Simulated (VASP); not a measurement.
**HfO2: single point with PBEsol**

HfO2:

```
CELL_PARAMETERS angstrom
3.22664 0.00000 0.00000
-1.61332 2.79435 0.00000
0.00000 0.00000 9.18609
ATOMIC_POSITIONS crystal
Hf 0.33333 0.66667 0.62455
Hf 0.66667 0.33333 0.12455
O 0.66667 0.33333 0.72961
O 0.33333 0.66667 0.22961
O 0.00000 0.00000 0.02084
O 0.00000 0.00000 0.52084
```

* Program: VASP 6.6.1
* Task: single point
* Functional: PBEsol
* Potentials or basis: VASP PAW PBE potentials, release 64 (Hf_pv, O)
* Cutoff: 520 eV
* k mesh: 9 × 9 × 2
* Occupations: fermi-dirac, width 0.03 eV
* Spin: no spin polarisation
* Dipole correction: no
* Further INCAR settings: ALGO = Normal; EDIFF = 1e-06; NBANDS = 31

* Pressure: -2.4 GPa
* Largest force: 0.191 eV/Å
* Band gap on the k mesh: 4.64 eV (least direct gap 4.87 eV)

Forces on the atoms (eV/Å):
```
Hf   0.000  0.000 -0.001
Hf   0.000  0.000 -0.001
O    0.000  0.000 -0.190
O    0.000  0.000 -0.190
O    0.000  0.000  0.191
O    0.000  0.000  0.191
```

Stress tensor (GPa, compression positive):
```
-2.77  0.00  0.00
 0.00 -2.77  0.00
 0.00  0.00 -1.57
```

Levels at points of the mesh, in eV from the valence-band top:
```tsv
k point	band 18	band 19	band 20	band 21	band 22	band 23	band 24	band 25	band 26	band 27
(0.00, 0.00, 0.00)	-0.41	-0.41	-0.34	-0.34	-0.11	5.00	5.00	5.05	5.05	5.24
(0.00, 0.00, 0.50)	-0.70	-0.37	-0.37	-0.37	-0.37	5.02	5.02	5.02	5.02	5.69
```

Run time: 27 s on 1 thread of Intel(R) Xeon(R) 6975P-C (Granite Rapids) (shared host), peak memory 0.21 GiB.

Caveat: the PAW data sets were made with another functional, which shifts forces and pressure a little; spin-orbit coupling is left out, which moves the levels of the heavy elements. A k mesh can miss the band edges.
